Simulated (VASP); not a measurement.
Input of a VASP 6.6.1 run:

INCAR

```
SYSTEM = ZrN
  PREC = Accurate
  ENCUT = 600
  EDIFF = 1E-6
  ISMEAR = 0
  SIGMA = 0.05
  LREAL = .FALSE.
  LASPH = .TRUE.
  NELM = 120
  ALGO = Normal
  ISIF = 2
  LWAVE = .FALSE.
  LCHARG = .FALSE.
  GGA = RP
  NBANDS = 16
  GGA_COMPAT = .FALSE.
```

File KPOINTS:

```
Automatic mesh
0
G
  8 8 8
  0 0 0
```

The input POSCAR:

```
ZrN
1.0
    0.0000000000      2.2786597219      2.2786597219
    2.2786597219      0.0000000000      2.2786597219
    2.2786597219      2.2786597219      0.0000000000
Zr N
1 1
Direct
    0.5000000000      0.5000000000      0.5000000000
    0.0000000000      0.0000000000      0.0000000000
```

Potentials or basis: VASP PAW PBE potentials, release 64 (Zr_sv, N).

The run is started by

```sh
$ cat potpaw_PBE.64/Zr_sv/POTCAR potpaw_PBE.64/N/POTCAR > POTCAR
$ mpirun -np 1 vasp_std > vasp.out
```

(1) Estimate the band gap on the k mesh.

(2) Estimate the pressure.

Answers

(1) zero (an odd number of electrons rules out a gap without spin polarisation).

(2) 10.8 GPa.

Caveat: the cell stands under pressure; the PAW data sets were made with another functional, which shifts forces and pressure a little.
